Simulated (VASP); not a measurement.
# AgCl (Chlorargyrite) in VASP: notebook

The runs below take AgCl (Chlorargyrite) through single point, relaxation of the atoms, with PBEsol.

All numbers are computed with VASP 6.6.1; they aren't measurements. Logs are shortened: lines on timing, memory, paths and dates and some standing lists are left out, and cuts for length are marked.

## (1) The cell of the first run

The structure is trigonal, space group R3m (No. 160). Conventional cell: a = 3.852 Å, b = 3.852 Å, c = 9.435 Å, α = 90.00°, β = 90.00°, γ = 120.00°. Ag (site symmetry 3m) has 6 Cl at 2.71 to 2.73 Å within 3.6 Å. Within 3.6 Å of Cl (site symmetry 3m) lie 6 Ag at 2.71 to 2.73 Å.

## (2) Single point, PBEsol (atom 1 moved by [-0.01, -0.01, -0.01] A)

Contents of INCAR:

```
ALGO     = Normal         # electronic algorithm
EDIFF    = 1E-6           # SCF threshold, eV
ENCUT    = 500            # plane-wave cutoff, eV
GGA      = PS             # functional
GGA_COMPAT= F            
ISIF     = 2              # what is computed and relaxed
ISMEAR   = 0              # smearing method
LASPH    = T              # aspherical terms in the spheres
LCHARG   = T              # write CHGCAR
LELF     = T              # ELF
LREAL    = F              # projectors in reciprocal space
LVHAR    = T            
LWAVE    = F              # write WAVECAR
NBANDS   = 16             # bands
NELM     = 120            # most SCF steps
PREC     = Accurate       # precision mode
SIGMA    = 0.01           # smearing width, eV
```

Contents of KPOINTS:

```
k-points
0
Gamma
  8 8 8
```

Contents of POSCAR:

```
AgCl
1.0
    0.0000000000      2.7237571629      2.7237571629
    2.7237571629      0.0000000000      2.7237571629
    2.7237571629      2.7237571629      0.0000000000
Ag Cl
1 1
Direct
   -0.0018356996     -0.0018356996     -0.0018356996
    0.5000000000      0.5000000000      0.5000000000
```

Potentials or basis: VASP PAW PBE potentials, release 64 (Ag, Cl).

Run with:

```
$ cat potpaw_PBE.64/Ag/POTCAR potpaw_PBE.64/Cl/POTCAR > POTCAR
$ mpirun -np 1 vasp_std > vasp.out
```

OUTCAR:

```text
EDIFF = 1E-6
   ENCUT = 500
   GGA = PS
   ISIF = 2
   ISMEAR = 0
   LASPH = T
   LREAL = F
   NELM = 120
   PREC = Accurate

 ion  position               nearest neighbor table
   1  0.998  0.998  0.998-   2 2.71   2 2.71   2 2.71   2 2.73   2 2.73   2 2.73
   2  0.500  0.500  0.500-   1 2.71   1 2.71   1 2.71   1 2.73   1 2.73   1 2.73

  LATTYP: Found a face centered cubic cell.
 ALAT       =     5.4475143258

  Lattice vectors:

 A1 = (   0.0000000000,   2.7237571629,   2.7237571629)
 A2 = (   2.7237571629,   0.0000000000,   2.7237571629)
 A3 = (   2.7237571629,   2.7237571629,   0.0000000000)

Analysis of symmetry for initial positions (statically):
=====================================================================
 Subroutine PRICEL returns:
 Original cell was already a primitive cell.

 Routine SETGRP: Setting up the symmetry group for a
 face centered cubic supercell.

 Subroutine GETGRP returns: Found  6 space group operations
 (whereof  6 operations were pure point group operations)
 out of a pool of 48 trial point group operations.

The static configuration has the point symmetry C_3v.

Analysis of symmetry for dynamics (positions and initial velocities):
=====================================================================
 Subroutine PRICEL returns:
 Original cell was already a primitive cell.

 Routine SETGRP: Setting up the symmetry group for a
 face centered cubic supercell.

 Subroutine GETGRP returns: Found  6 space group operations
 (whereof  6 operations were pure point group operations)
 out of a pool of 48 trial point group operations.

The dynamic configuration has the point symmetry C_3v.

 Subroutine INISYM returns: Found  6 space group operations
 (whereof  6 operations are pure point group operations),
 and found     1 'primitive' translations

----------------------------------------------------------------------------------------

                                     Primitive cell

  volume of cell :      40.4143

  direct lattice vectors                    reciprocal lattice vectors
     0.000000000  2.723757163  2.723757163    -0.183569962  0.183569962  0.183569962
     2.723757163  0.000000000  2.723757163     0.183569962 -0.183569962  0.183569962
     2.723757163  2.723757163  0.000000000     0.183569962  0.183569962 -0.183569962

  length of vectors
     3.851974320  3.851974320  3.851974320     0.317952502  0.317952502  0.317952502

  position of ions in fractional coordinates (direct lattice)
     0.998164300  0.998164300  0.998164300
     0.500000000  0.500000000  0.500000000

  ion indices of the primitive-cell ions
   primitive index   ion index
                 1           1
                 2           2

----------------------------------------------------------------------------------------

 KPOINTS: k-points

Automatic generation of k-mesh.
 Grid dimensions read from file:
 generate k-points for:    8    8    8

 Generating k-lattice:

  Cartesian coordinates                     Fractional coordinates (reciprocal lattice)
    -0.022946245  0.022946245  0.022946245     0.125000000  0.000000000  0.000000000
     0.022946245 -0.022946245  0.022946245     0.000000000  0.125000000  0.000000000
     0.022946245  0.022946245 -0.022946245     0.000000000  0.000000000  0.125000000

  Length of vectors
     0.039744063  0.039744063  0.039744063

  Shift w.r.t. Gamma in fractional coordinates (k-lattice)
     0.000000000  0.000000000  0.000000000

 Subroutine IBZKPT returns following result:
 ===========================================

 Found     65 irreducible k-points:

 Following reciprocal coordinates:
            Coordinates               Weight
  0.000000  0.000000  0.000000      1.000000
  0.125000  0.000000  0.000000      6.000000
  0.125000  0.125000  0.125000      2.000000
  0.250000  0.000000  0.000000      6.000000
  0.250000  0.250000  0.250000      2.000000
  0.375000  0.000000  0.000000      6.000000
[... 16 lines left out ...]
 -0.250000  0.125000  0.000000     12.000000
  0.125000  0.125000  0.375000      6.000000
 [... further k-points ...]
   k-points           NKPTS =     65   k-points in BZ     NKDIM =     65   number of bands    NBANDS=     16
   number of dos      NEDOS =    301   number of ions     NIONS =      2
   total plane-waves  NPLWV =  21952
   dimension x,y,z NGX =    28 NGY =   28 NGZ =   28
   dimension x,y,z NGXF=    56 NGYF=   56 NGZF=   56
   ions per type =               1   1
   NGX,Y,Z   is equivalent  to a cutoff of  12.08, 12.08, 12.08 a.u.
   NGXF,Y,Z  is equivalent  to a cutoff of  24.17, 24.17, 24.17 a.u.
 SYSTEM =  unknown system
   PREC   = accura    normal or accurate (medium, high low for compatibility)
   ISTART =      0    job   : 0-new  1-cont  2-samecut
   ICHARG =      2    charge: 1-file 2-atom 10-const
   ISPIN  =      1    spin polarized calculation?
   LNONCOLLINEAR =      F non collinear calculations
   LSORBIT =      F    spin-orbit coupling
   LASPH  =      T    aspherical Exc in radial PAW
   ENCUT  =  500.0 eV  36.75 Ry    6.06 a.u.   7.02  7.02  7.02*2*pi/ulx,y,z
   NELM   =    120;   NELMIN=  2; NELMDL= -5     # of ELM steps
   EDIFF  = 0.1E-05   stopping-criterion for ELM
   LREAL  =      F    real-space projection
   EDIFFG = 0.1E-04   stopping-criterion for IOM
   NSW    =      0    number of steps for IOM
   IBRION =     -1    ionic relax: 0-MD 1-quasi-New 2-CG
   NFREE  =      0    steps in history (QN), initial steepest desc. (CG)
   ISIF   =      2    stress and relaxation
   ISYM   =      2    0-nonsym 1-usesym 2-fastsym
   POTIM  = 0.5000    time-step for ionic-motion
   TEBEG  =    0.0;   TEEND  =   0.0 temperature during run
   PSTRESS=    0.0 pullay stress
   NELECT =      18.0000    total number of electrons
   NUPDOWN=      -1.0000    fix difference up-down
   EMIN   =  10.00;   EMAX   =-10.00  energy-range for DOS
   EFERMI =   0.00;   METHOD = LEGACY
   ISMEAR =     0;   SIGMA  =   0.01  broadening in eV -4-tet -1-fermi 0-gaus
   EFERMI_NEDOS =   21; number of points for ismear=-14 and -15
   IALGO  =     38    algorithm
   IMIX   =      4    mixing-type and parameters
     AMIX     =   0.40;   BMIX     =  1.00
     AMIX_MAG =   1.60;   BMIX_MAG =  1.00
  volume/ion in A,a.u.               =      20.21       136.36
  Fermi-wavevector in a.u.,A,eV,Ry     =   1.250222  2.362578 21.266669  1.563056
  Thomas-Fermi vector in A             =   2.384227
   LORBIT       =      0    0 simple, 1 ext, 2 COOP (PROOUT), +10 PAW based schemes
   GGA     = PS    functional components
   LHFCALC =     F    Hartree Fock is set to
   AEXX    =    0.0000 exact exchange contribution
   IVDW    =     0    specifies the selected vdW correction
   LEPSILON=     F    determine dielectric tensor
   LRPA    =     F    only Hartree local field effects (RPA)
 non-spin polarized calculation
 Gauss-broadening in eV      SIGMA  =   0.01
  energy-cutoff  :      500.00
  volume of cell :       40.41
 maximum number of plane-waves:      1036
   NGX = 13   NGY = 13   NGZ = 13

 number of electron      18.0000002 magnetization

 Free energy of the ion-electron system (eV)
  ---------------------------------------------------
  ext. energy  EPLUGINS =         0.00000000
  ---------------------------------------------------
  free energy    TOTEN  =        -6.06079827 eV

  energy without entropy =       -6.06079827  energy(sigma->0) =       -6.06079827

 E-fermi :   4.4960     XC(G=0): -10.4997

 val. band max:        4.4179637358   @ k =   0.5000   0.5000   0.5000
 cond. band min:       5.1397302296   @ k =   0.0000   0.0000   0.0000
 fundamental gap:      0.7217664938
 Fermi energy:         4.4960016758

 k-point     1 :       0.0000    0.0000    0.0000
  band No.  band energies     occupation
      1     -11.1014      2.00000
      2       1.6950      2.00000
      3       1.7028      2.00000
      4       1.7028      2.00000
      5       1.7335      2.00000
      6       1.7335      2.00000
[... 8 lines left out ...]
     15      17.8936      0.00000
     16      17.8952      0.00000

 k-point     2 :       0.1250    0.0000    0.0000
  band No.  band energies     occupation
      1     -11.0303      2.00000
      2       0.9200      2.00000
      3       1.0065      2.00000
      4       1.0197      2.00000
      5       1.7710      2.00000
      6       1.7712      2.00000
[... 8 lines left out ...]
     15      16.4623      0.00000
     16      17.0453      0.00000

 k-point     3 :       0.1250    0.1250    0.1250
  band No.  band energies     occupation
      1     -11.0303      2.00000
      2       0.9313      2.00000
      3       1.0063      2.00000
      4       1.0063      2.00000
      5       1.7713      2.00000
      6       1.7713      2.00000
[... 8 lines left out ...]
     15      16.4617      0.00000
     16      17.0442      0.00000

 k-point     4 :       0.2500    0.0000    0.0000
  band No.  band energies     occupation
      1     -10.8501      2.00000
      2      -0.1979      2.00000
      3       0.3856      2.00000
      4       0.3873      2.00000
      5       1.9182      2.00000
      6       1.9183      2.00000
[... 8 lines left out ...]
     15      16.6322      0.00000
     16      16.9875      0.00000
[... 324 lines left out ...]
 k-point    22 :      -0.3750    0.5000   -0.3750
  band No.  band energies     occupation
      1     -10.5946      2.00000
      2      -1.1130      2.00000
      3      -0.1057      2.00000
      4       0.0024      2.00000
      5       2.0807      2.00000
      6       2.1147      2.00000
[... 8 lines left out ...]
     15      18.1967      0.00000
     16      18.6912      0.00000

 k-point    23 :      -0.2500    0.1250    0.0000
  band No.  band energies     occupation
      1     -10.7463      2.00000
      2      -0.6154      2.00000
      3       0.0822      2.00000
      4       0.4478      2.00000
      5       1.9325      2.00000
      6       2.0327      2.00000
[... 8 lines left out ...]
     15      18.1375      0.00000
     16      18.2813      0.00000

 k-point    24 :       0.1250    0.1250    0.3750
  band No.  band energies     occupation
      1     -10.7463      2.00000
      2      -0.6154      2.00000
      3       0.0815      2.00000
      4       0.4484      2.00000
      5       1.9326      2.00000
      6       2.0326      2.00000
[... 8 lines left out ...]
     15      18.1381      0.00000
     16      18.2803      0.00000

 [... further k-points ...]
[... 5 lines left out ...]
  --------------------------------------------------------------------------------------
  -------------------------------------------------------------------------------------
  Total       -0.0219778     -0.0219778     -0.0219778     -0.0004566     -0.0004566     -0.0004566
  in kB       -0.8712841     -0.8712841     -0.8712841     -0.0181006     -0.0181006     -0.0181006
  external PRESSURE =      -0.8712841 kB  Pullay stress =       0.0000000 kB

 VOLUME and BASIS-vectors are now :
 -----------------------------------------------------------------------------
  energy-cutoff  :      500.00
  volume of cell :       40.41
      direct lattice vectors                 reciprocal lattice vectors
     0.000000000  2.723757163  2.723757163    -0.183569962  0.183569962  0.183569962
     2.723757163  0.000000000  2.723757163     0.183569962 -0.183569962  0.183569962
     2.723757163  2.723757163  0.000000000     0.183569962  0.183569962 -0.183569962

 POSITION                                       TOTAL-FORCE (eV/Angst)
 -----------------------------------------------------------------------------------
      5.43751      5.43751      5.43751         0.013136      0.013136      0.013136
      2.72376      2.72376      2.72376        -0.013136     -0.013136     -0.013136
 -----------------------------------------------------------------------------------
    total drift:                                0.000046      0.000046      0.000046

  FREE ENERGIE OF THE ION-ELECTRON SYSTEM (eV)
  ---------------------------------------------------
  free  energy   TOTEN  =        -6.0607982683 eV

  energy  without entropy=       -6.0607982683  energy(sigma->0) =       -6.06079827
```

Wall time 23 s (1 thread of AMD EPYC 9R45 (Zen 5), shared host); peak memory 0.15 GiB.

What came out:

```yaml
Free_energy: -6.0608 eV
Pressure: -0.1 GPa
Largest_force: 0.023 eV/Å
Band_gap_on_the_k_mesh: 0.72 eV, indirect (least direct gap 3.22 eV)
```

Forces in eV/Å, atoms in the order of the input:
```
Ag   0.013  0.013  0.013
Cl  -0.013 -0.013 -0.013
```

Caveat: the cell differs from its parent crystal (atom 1 moved by [-0.01, -0.01, -0.01] A); the PAW data sets were made with another functional, which shifts forces and pressure a little. A k mesh can miss the band edges.

## (3) Relaxation of the atoms, PBEsol (equal xy, yz and zx engineering shears of -0.5 %)

Contents of INCAR:

```
SYSTEM = AgCl
  PREC = Accurate
  ENCUT = 450
  EDIFF = 1E-7
  ISMEAR = 0
  SIGMA = 0.01
  LREAL = .False.
  LASPH = .True.
  NELM = 120
  ALGO = Normal
  ISIF = 2
  LWAVE = .False.
  LCHARG = .False.
  GGA = PS
  IBRION = 2
  NSW = 50
  EDIFFG = -0.002
  GGA_COMPAT = .False.
  NELMIN = 4
```

Contents of KPOINTS:

```
regular mesh
0
Gamma
  8 8 8
  0 0 0
```

Contents of POSCAR:

```
AgCl
1.0
   -0.0136187858      2.7169477700      2.7169477700
    2.7169477700     -0.0136187858      2.7169477700
    2.7169477700      2.7169477700     -0.0136187858
Ag Cl
1 1
Direct
    0.0000000000      0.0000000000      0.0000000000
    0.5000000000      0.5000000000      0.5000000000
```

Potentials or basis: VASP PAW PBE potentials, release 64 (Ag, Cl).

Run with:

```
$ cat potpaw_PBE.64/Ag/POTCAR potpaw_PBE.64/Cl/POTCAR > POTCAR
$ mpirun -np 1 vasp_std > vasp.out
```

Run time: 16 s. Hardware: 1 thread of AMD EPYC 9R45 (Zen 5), shared host; peak memory 0.14 GiB.

The run converged. Its results:

- Free energy: -6.0613 eV
- Pressure after relaxing: -0.1 GPa
- Band gap on the k mesh: 0.72 eV, indirect (least direct gap 3.22 eV)

Final structure:
```
CELL_PARAMETERS angstrom
-0.01362 2.71695 2.71695
2.71695 -0.01362 2.71695
2.71695 2.71695 -0.01362
ATOMIC_POSITIONS crystal
Ag 0.00000 0.00000 0.00000
Cl 0.50000 0.50000 0.50000
```

Levels at points of the mesh, in eV from the valence-band top:
```tsv
k point	band 5	band 6	band 7	band 8	band 9	band 10	band 11	band 12	band 13
(0.00, 0.00, 0.00)	-2.67	-2.67	-2.58	-2.58	-2.54	0.72	10.69	10.69	10.78
(0.50, 0.00, 0.00)	-2.29	-2.28	-1.95	-0.01	0.00	3.88	6.72	7.40	7.47
(0.50, 0.50, 0.00)	-3.11	-2.45	-2.15	-2.15	-2.03	2.14	7.77	8.63	11.61
(0.50, 0.50, 0.50)	-2.28	-2.28	-1.93	0.00	0.00	3.85	6.77	7.37	7.37
```

Caveat: the cell differs from its parent crystal (equal xy, yz and zx engineering shears of -0.5 %); the relaxation stopped at its first step, so nothing moved; the PAW data sets were made with another functional, which shifts forces and pressure a little. A k mesh can miss the band edges.
